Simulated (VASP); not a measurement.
ScAl3, 4 atoms in the cell. Symmetry: Pm-3m, No. 221, cubic system. The conventional cell has a = 4.088 Å, b = 4.088 Å, c = 4.088 Å, α = 90.00°, β = 90.00°, γ = 90.00°. Within 3.8 Å of Sc (site symmetry m-3m) lie 12 Al at 2.89 Å. Within 3.8 Å of Al (site symmetry 4/mmm) lie 4 Sc at 2.89 Å and 8 Al at 2.89 Å. 

* Program: VASP 6.6.1
* Task: single point
* Functional: PBE
* Potentials or basis: VASP PAW PBE potentials, release 64 (Sc_sv, Al)
* Cutoff: 520 eV
* k mesh: 6 × 6 × 6
* Occupations: gaussian, width 0.05 eV
* Spin: no spin polarisation
* Dipole correction: no
* Further INCAR settings: ALGO = Normal; EDIFF = 1e-06; NBANDS = 18

Potentials or basis: VASP PAW PBE potentials, release 64 (Sc_sv, Al).

Run with:

```console
$ cat potpaw_PBE.64/Sc_sv/POTCAR potpaw_PBE.64/Al/POTCAR > POTCAR
$ mpirun -np 1 vasp_std > vasp.out
```

Hardware: 1 thread of Intel(R) Xeon(R) Platinum 8259CL CPU @ 2.50GHz (Skylake/Cascade Lake), with other jobs on the host.

**Question.** How long does it take, and how much memory?

**Answer.** Wall time 29 s on 1 thread of Intel(R) Xeon(R) Platinum 8259CL CPU @ 2.50GHz (Skylake/Cascade Lake), with other jobs on the host, peak memory 0.17 GiB. Counts: scf iterations 13, k points 20.
